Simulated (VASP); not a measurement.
# Si in VASP: further runs

Si is run at these levels: PBE; tasks: electric field gradients.

All numbers are computed with VASP 6.6.1; they aren't measurements. Logs are shortened: lines on timing, memory, paths and dates and some standing lists are left out, and cuts for length are marked.

## Step 1: The cell of the first run

The typed cell holds 2 atoms: a = 3.493 Å, b = 3.492 Å, c = 3.506 Å, α = 99.91°, β = 94.80°, γ = 137.17°.

## Step 2: Electric field gradients, PBE (equal xy, yz and zx shear strains of +1 %)

Input file INCAR:

```
SYSTEM = Si
PREC = Accurate
ENCUT = 520
EDIFF = 1E-8
ISMEAR = -1
SIGMA = 0.05
LREAL = .False.
LASPH = .True.
NELM = 80
ALGO = Normal
ISIF = 2
LWAVE = .False.
LCHARG = .False.
GGA = PE
LEFG = .True.
NBANDS = 11
```

Input file KPOINTS:

```
Automatic mesh
0
Gamma
  16 16 16
  0 0 0
```

Input file POSCAR:

```
Si
1.0
   -2.2327825000      2.3636200000      1.2755875000
    2.2455325000     -2.3508700000      1.2744125000
    2.2564675000      2.3733800000     -1.2519025000
Si
2
Direct
    0.8070000000      0.5570000000      0.2500000000
    0.1930000000      0.4430000000      0.7500000000
```

Potentials or basis: VASP PAW PBE potentials, release 64 (Si).

Launch:

```bash
$ cat potpaw_PBE.64/Si/POTCAR > POTCAR
$ mpirun -np 1 vasp_std > vasp.out
```

OUTCAR:

```text
SYSTEM = Si
   PREC = Accurate
   ENCUT = 520
   EDIFF = 1E-8
   ISMEAR = -1
   LREAL = .False.
   LASPH = .True.
   NELM = 80
   ISIF = 2
   GGA = PE

 ion  position               nearest neighbor table
   1  0.807  0.557  0.250-   2 2.38   2 2.39   2 2.45   2 2.47   2 2.73   2 2.75
   2  0.193  0.443  0.750-   1 2.38   1 2.39   1 2.45   1 2.47   1 2.73   1 2.75

  LATTYP: Found a triclinic cell.
 ALAT       =     5.0210355902
 B/A-ratio  =     1.3481371640
 C/A-ratio  =     0.9434544604
 COS(alpha) =     0.0008856198
 COS(beta)  =     0.4748698002
 COS(gamma) =     0.8641225268

  Lattice vectors:

 A1 = (   2.2200325000,  -2.3763700000,  -3.8255875000)
 A2 = (   4.4765000000,  -0.0029900000,  -5.0774900000)
 A3 = (  -0.0236850000,  -4.7370000000,  -0.0236850000)

Analysis of symmetry for initial positions (statically):
=====================================================================
 Subroutine PRICEL returns:
 Original cell was already a primitive cell.

 Routine SETGRP: Setting up the symmetry group for a
 triclinic supercell.

 Subroutine GETGRP returns: Found  2 space group operations
 (whereof  2 operations were pure point group operations)
 out of a pool of  2 trial point group operations.

The static configuration has the point symmetry S_2 .

Analysis of symmetry for dynamics (positions and initial velocities):
=====================================================================
 Subroutine PRICEL returns:
 Original cell was already a primitive cell.

 Routine SETGRP: Setting up the symmetry group for a
 triclinic supercell.

 Subroutine GETGRP returns: Found  2 space group operations
 (whereof  2 operations were pure point group operations)
 out of a pool of  2 trial point group operations.

The dynamic configuration has the point symmetry S_2 .

 Subroutine INISYM returns: Found  2 space group operations
 (whereof  2 operations are pure point group operations),
 and found     1 'primitive' translations

----------------------------------------------------------------------------------------

                                     Primitive cell

  volume of cell :      27.1886

[... 132 lines left out ...]
  free energy    TOTEN  =       -10.10575932 eV

  energy without entropy =      -10.09970968  energy(sigma->0) =      -10.10273450

 E-fermi :  10.6906     XC(G=0): -11.3766

 val. band max:       10.6860658487   @ k =  -0.1250  -0.2500   0.2500
 cond. band min:      10.6915933131   @ k =   0.0625   0.3125   0.5000
 fundamental gap:      0.0055274644
 Fermi energy:        10.6905867454

 k-point     1 :       0.0000    0.0000    0.0000
  band No.  band energies     occupation
      1      -4.1189      2.00000
      2       7.6917      2.00000
      3       8.2337      2.00000
      4       9.0316      2.00000
      5      11.7846      0.00000
      6      18.4574      0.00000
      7      19.8417      0.00000
      8      20.7126      0.00000
      9      21.2825      0.00000
     10      21.5018      0.00000
     11      22.7092      0.00000
[... 309 lines left out ...]
 k-point    24 :      -0.1250    0.0625    0.0000
  band No.  band energies     occupation
      1      -3.9038      2.00000
      2       6.6882      2.00000
      3       7.8459      2.00000
      4      10.1169      1.99998
      5      12.8181      0.00000
      6      16.6541      0.00000
      7      18.8046      0.00000
      8      20.2392      0.00000
      9      20.6072      0.00000
     10      21.7776      0.00000
     11      23.2630      0.00000

 [... further k-points ...]

------------------------ aborting loop because EDIFF is reached ----------------------------------------

  FORCE on cell =-STRESS in cart. coord.  units (eV):
  Direction    XX          YY          ZZ          XY          YZ          ZX
  --------------------------------------------------------------------------------------
  -------------------------------------------------------------------------------------
  Total        2.4812026      2.9691977      2.5267156     -0.1337319     -0.1271778     -0.0818415
  in kB      146.2130775    174.9698032    148.8950815     -7.8805924     -7.4943737     -4.8227837
  external PRESSURE =     156.6926540 kB  Pullay stress =       0.0000000 kB

 VOLUME and BASIS-vectors are now :
 -----------------------------------------------------------------------------
  energy-cutoff  :      520.00
  volume of cell :       27.19
      direct lattice vectors                 reciprocal lattice vectors
    -2.232782500  2.363620000  1.275587500    -0.003001448  0.209163451  0.391126053
     2.245532500 -2.350870000  1.274412500     0.220183426 -0.003056273  0.391071227
     2.256467500  2.373380000 -1.251902500     0.221084231  0.210009430 -0.002155468

 POSITION                                       TOTAL-FORCE (eV/Angst)
 -----------------------------------------------------------------------------------
      0.01302      1.19135      1.42627         0.033258     -0.014258     -0.000602
      2.25619      1.19478     -0.12817        -0.033258      0.014258      0.000602
 -----------------------------------------------------------------------------------
    total drift:                                0.000000     -0.000000     -0.000000

  FREE ENERGIE OF THE ION-ELECTRON SYSTEM (eV)
  ---------------------------------------------------
  free  energy   TOTEN  =       -10.1057593211 eV

  energy  without entropy=      -10.0997096805  energy(sigma->0) =      -10.10273450

 Electric field gradients (V/A^2)
---------------------------------------------------------------------
 ion       V_xx      V_yy      V_zz      V_xy      V_xz      V_yz
---------------------------------------------------------------------
   1       9.981   -26.352    16.371     0.005     1.033     0.099
   2       9.981   -26.352    16.371     0.005     1.033     0.099
---------------------------------------------------------------------

 Electric field gradients after diagonalization (V/A^2)
 (convention: |V_zz| > |V_xx| > |V_yy|)
----------------------------------------------------------------------
 ion       V_xx      V_yy      V_zz     asymmetry (V_yy - V_xx)/ V_zz
----------------------------------------------------------------------
   1      16.534     9.818   -26.352       0.255
   2      16.534     9.818   -26.352       0.255
----------------------------------------------------------------------

           NMR quadrupolar parameters

 Cq : quadrupolar parameter    Cq=e*Q*V_zz/h
 eta: asymmetry parameters     (V_yy - V_xx)/ V_zz
 Q  : nuclear electric quadrupole moment in mb (millibarn)
----------------------------------------------------------------------
 ion       Cq(MHz)       eta       Q (mb)
----------------------------------------------------------------------
   1      -0.064       0.255       1.000
   2      -0.064       0.255       1.000
----------------------------------------------------------------------
```

stdout:

```text
POSCAR found type information on POSCAR Si
 POSCAR found :  1 types and       2 ions
 scaLAPACK will be used
 LDA part: xc-table for (Slater+PW92), standard interpolation
 POSCAR, INCAR and KPOINTS ok, starting setup
 FFT: planning ... GRIDC
 FFT: planning ... GRID_SOFT
 FFT: planning ... GRID
 WAVECAR not read
 entering main loop
ion   1
     0.0000353     0.0245025     0.0142462    -0.8464286    -0.0783331    -1.0562879
     0.0000487     0.0245025     0.0142462    -0.8464286    -0.0783331    -1.0562879
     0.0000670     0.0245025     0.0142462    -0.8464286    -0.0783331    -1.0562879
     0.0000923     0.0245025     0.0142462    -0.8464286    -0.0783331    -1.0562879

     0.0000353    -0.0374215    -0.1248919   -12.6605885    -0.9538923   -16.1684294
     0.0000487    -0.0374214    -0.1248917   -12.6605749    -0.9538913   -16.1684120
     0.0000670    -0.0374213    -0.1248915   -12.6605523    -0.9538897   -16.1683831
     0.0000923    -0.0374211    -0.1248910   -12.6605148    -0.9538869   -16.1683351

ion   2
     0.0000353     0.0245025     0.0142462    -0.8464286    -0.0783331    -1.0562879
     0.0000487     0.0245025     0.0142462    -0.8464286    -0.0783331    -1.0562879
     0.0000670     0.0245025     0.0142462    -0.8464286    -0.0783331    -1.0562879
     0.0000923     0.0245025     0.0142462    -0.8464286    -0.0783331    -1.0562879

     0.0000353    -0.0374215    -0.1248919   -12.6605885    -0.9538923   -16.1684294
     0.0000487    -0.0374214    -0.1248917   -12.6605749    -0.9538913   -16.1684120
     0.0000670    -0.0374213    -0.1248915   -12.6605523    -0.9538897   -16.1683831
     0.0000923    -0.0374211    -0.1248910   -12.6605148    -0.9538869   -16.1683351
```

It took 6.7 min on 1 thread of Intel Xeon Platinum 8488C (Sapphire Rapids), shared host; peak memory 0.55 GiB.

What came out:

```
Free energy                             : -10.1058 eV
Pressure                                : 15.7 GPa
Largest force                           : 0.036 eV/Å
Band gap on the k mesh                  : zero (bands 4 and 5 overlap by 7.46 eV)
Largest electric field gradient by atom : Si -26.4 V/Å²
```

Forces on the atoms (eV/Å):
```
Si   0.033 -0.014 -0.001
Si  -0.033  0.014  0.001
```

Electric field gradients, principal values (V/Å²):
| atom | least | middle | greatest (by size) |
| --- | --- | --- | --- |
| 1 Si | 9.818 | 16.534 | -26.352 |
| 2 Si | 9.818 | 16.534 | -26.352 |

Caveat: the cell differs from its parent crystal (equal xy, yz and zx shear strains of +1 %); the cell stands under pressure; without QUAD_EFG the Cq values of the log hold for a quadrupole moment of 1 mb, not for the nuclei.

## Step 3: Electric field gradients, PBE (equal xx and yy strain of -3 %)

Input file INCAR:

```
PREC     = Accurate       # precision mode
ENCUT    = 520            # plane-wave cutoff, eV
EDIFF    = 1E-8           # SCF threshold, eV
ISMEAR   = -1             # smearing method
SIGMA    = 0.05           # smearing width, eV
LREAL    = F              # projectors in reciprocal space
LASPH    = T              # aspherical terms in the spheres
NELM     = 100            # most SCF steps
ALGO     = Normal         # electronic algorithm
ISIF     = 2              # what is computed and relaxed
LWAVE    = F              # write WAVECAR
LCHARG   = F              # write CHGCAR
GGA      = PE             # functional
LEFG     = T            
NBANDS   = 11             # bands
```

Input file KPOINTS:

```
Automatic mesh
0
Gamma
  16 16 16
```

Input file POSCAR:

```
Si
1.0
   -2.1834700000      2.2974450000      1.2750000000
    2.1834700000     -2.2974450000      1.2750000000
    2.1834700000      2.2974450000     -1.2750000000
Si
2
Direct
    0.8070000000      0.5570000000      0.2500000000
    0.1930000000      0.4430000000      0.7500000000
```

Potentials or basis: VASP PAW PBE potentials, release 64 (Si).

Launch:

```bash
$ cat potpaw_PBE.64/Si/POTCAR > POTCAR
$ mpirun -np 1 vasp_std > vasp.out
```

OUTCAR:

```text
PREC = Accurate
   ENCUT = 520
   EDIFF = 1E-8
   ISMEAR = -1
   LREAL = F
   LASPH = T
   NELM = 100
   ISIF = 2
   GGA = PE

 ion  position               nearest neighbor table
   1  0.807  0.557  0.250-   2 2.32   2 2.32   2 2.40   2 2.40   2 2.69   2 2.69
   2  0.193  0.443  0.750-   1 2.32   1 2.32   1 2.40   1 2.40   1 2.69   1 2.69

  LATTYP: Found a body centered orthorhombic cell.
 ALAT       =     2.5500000000
 B/A-ratio  =     1.7125254902
 C/A-ratio  =     1.8019176471

  Lattice vectors:

 A1 = (   2.1834700000,  -2.2974450000,   1.2750000000)
 A2 = (  -2.1834700000,  -2.2974450000,  -1.2750000000)
 A3 = (   2.1834700000,   2.2974450000,  -1.2750000000)

Analysis of symmetry for initial positions (statically):
=====================================================================
 Subroutine PRICEL returns:
 Original cell was already a primitive cell.

 Routine SETGRP: Setting up the symmetry group for a
 body centered orthorhombic supercell.

 Subroutine GETGRP returns: Found  8 space group operations
 (whereof  4 operations were pure point group operations)
 out of a pool of  8 trial point group operations.

The static configuration has the point symmetry C_2h.
 The point group associated with its full space group is D_2h.

Analysis of symmetry for dynamics (positions and initial velocities):
=====================================================================
 Subroutine PRICEL returns:
 Original cell was already a primitive cell.

 Routine SETGRP: Setting up the symmetry group for a
 body centered orthorhombic supercell.

 Subroutine GETGRP returns: Found  8 space group operations
[... 484 lines left out ...]
      2       7.5446      2.00000
      3       8.9065      2.00000
      4      11.5489      0.95796
      5      13.5970      0.00000
      6      17.8125      0.00000
      7      19.6835      0.00000
      8      21.1921      0.00000
      9      22.0184      0.00000
     10      22.7271      0.00000
     11      24.0740      0.00000

 [... further k-points ...]

------------------------ aborting loop because EDIFF is reached ----------------------------------------

  FORCE on cell =-STRESS in cart. coord.  units (eV):
  Direction    XX          YY          ZZ          XY          YZ          ZX
  --------------------------------------------------------------------------------------
  -------------------------------------------------------------------------------------
  Total        4.2632875      5.6229578      3.6070462      0.0000000     -0.0000000      0.0000000
  in kB      266.9885760    352.1379856    225.8914328      0.0000000     -0.0000000      0.0000000
  external PRESSURE =     281.6726648 kB  Pullay stress =       0.0000000 kB

 VOLUME and BASIS-vectors are now :
 -----------------------------------------------------------------------------
  energy-cutoff  :      520.00
  volume of cell :       25.58
      direct lattice vectors                 reciprocal lattice vectors
    -2.183470000  2.297445000  1.275000000     0.000000000  0.217633066  0.392156863
     2.183470000 -2.297445000  1.275000000     0.228993300  0.000000000  0.392156863
     2.183470000  2.297445000 -1.275000000     0.228993300  0.217633066  0.000000000

 POSITION                                       TOTAL-FORCE (eV/Angst)
 -----------------------------------------------------------------------------------
      0.00000      1.14872      1.42035         0.000000      0.000000     -0.055166
      2.18347      1.14872     -0.14535        -0.000000     -0.000000      0.055166
 -----------------------------------------------------------------------------------
    total drift:                                0.000000     -0.000000     -0.000000

  FREE ENERGIE OF THE ION-ELECTRON SYSTEM (eV)
  ---------------------------------------------------
  free  energy   TOTEN  =        -9.8758638947 eV

  energy  without entropy=       -9.8698507553  energy(sigma->0) =       -9.87285732

 Electric field gradients (V/A^2)
---------------------------------------------------------------------
 ion       V_xx      V_yy      V_zz      V_xy      V_xz      V_yz
---------------------------------------------------------------------
   1       8.860   -32.214    23.354     0.000     0.000     0.000
   2       8.860   -32.214    23.354     0.000     0.000     0.000
---------------------------------------------------------------------

 Electric field gradients after diagonalization (V/A^2)
 (convention: |V_zz| > |V_xx| > |V_yy|)
----------------------------------------------------------------------
 ion       V_xx      V_yy      V_zz     asymmetry (V_yy - V_xx)/ V_zz
----------------------------------------------------------------------
   1      23.354     8.860   -32.214       0.450
   2      23.354     8.860   -32.214       0.450
----------------------------------------------------------------------

           NMR quadrupolar parameters

 Cq : quadrupolar parameter    Cq=e*Q*V_zz/h
 eta: asymmetry parameters     (V_yy - V_xx)/ V_zz
 Q  : nuclear electric quadrupole moment in mb (millibarn)
----------------------------------------------------------------------
 ion       Cq(MHz)       eta       Q (mb)
----------------------------------------------------------------------
   1      -0.078       0.450       1.000
   2      -0.078       0.450       1.000
----------------------------------------------------------------------
```

Run time: 64 s. Hardware: 1 thread of Intel Xeon 6975P-C (Granite Rapids), shared host; peak memory 0.25 GiB.

What came out:

```yaml
Free_energy: -9.8759 eV
Pressure: 28.2 GPa
Largest_force: 0.055 eV/Å
Band_gap_on_the_k_mesh: zero (bands 4 and 5 overlap by 8.31 eV)
Largest_electric_field_gradient_by_atom: Si -32.2 V/Å²
```

Forces in eV/Å, atoms in the order of the input:
```
Si   0.000  0.000 -0.055
Si   0.000  0.000  0.055
```

Levels at points of the mesh, in eV from the Fermi level:
```tsv
k point	band 1	band 2	band 3	band 4	band 5	band 6	band 7	band 8
(0.00, 0.00, 0.00)	-15.39	-2.86	-2.42	-0.94	0.92	7.91	10.05	10.08
(0.50, 0.00, 0.00)	-8.41	-8.11	-1.76	-1.61	-1.22	-0.20	5.23	5.48
(0.00, 0.50, 0.00)	-8.33	-7.80	-2.84	-2.51	-1.26	0.75	5.64	6.40
(0.50, 0.50, 0.00)	-11.82	-11.82	0.34	0.34	3.46	3.46	8.37	8.37
(0.50, 0.50, 0.50)	-9.24	-8.15	-8.09	-7.73	5.20	6.01	15.64	15.72
```

Electric field gradients, principal values (V/Å²):
| atom | least | middle | greatest (by size) |
| --- | --- | --- | --- |
| 1 Si | 8.860 | 23.354 | -32.214 |
| 2 Si | 8.860 | 23.354 | -32.214 |

Caveat: the cell differs from its parent crystal (equal xx and yy strain of -3 %); the cell stands under pressure; without QUAD_EFG the Cq values of the log hold for a quadrupole moment of 1 mb, not for the nuclei.

(Part 1 of 3 ends here.)
